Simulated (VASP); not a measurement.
A run of VASP 6.6.1 is set up as follows.

Contents of INCAR:

```
SYSTEM = W
ALGO = Fast
EDIFF = 1E-6
ENCUT = 520
GGA = PS
ISIF = 2
ISMEAR = 0
LASPH = .True.
LCHARG = .False.
LREAL = .False.
LWAVE = .False.
NBANDS = 13
NELM = 80
PREC = Accurate
SIGMA = 0.15
```

Contents of KPOINTS:

```
k-points
0
Gamma
  22 22 22
  0 0 0
```

File POSCAR:

```
W
1.0
    1.0741413785      2.6853534462      2.6853534462
    2.6853534462      1.0741413785      2.6853534462
    2.6853534462      2.6853534462      1.0741413785
W
1
Direct
    0.0000000000      0.0000000000      0.0000000000
```

Potentials or basis: VASP PAW PBE potentials, release 64 (W_sv).

Run with:

```console
$ cat potpaw_PBE.64/W_sv/POTCAR > POTCAR
$ mpirun -np 1 vasp_std > vasp.out
```

(1) Estimate the band gap on the k mesh.

(2) Estimate the pressure.

Results:

(1) zero (bands 7 and 8 overlap by 4.48 eV).

(2) 128.5 GPa.

Caveat: the cell stands under pressure; the PAW data sets were made with another functional, which shifts forces and pressure a little; spin-orbit coupling is left out, which moves the levels of the heavy elements.
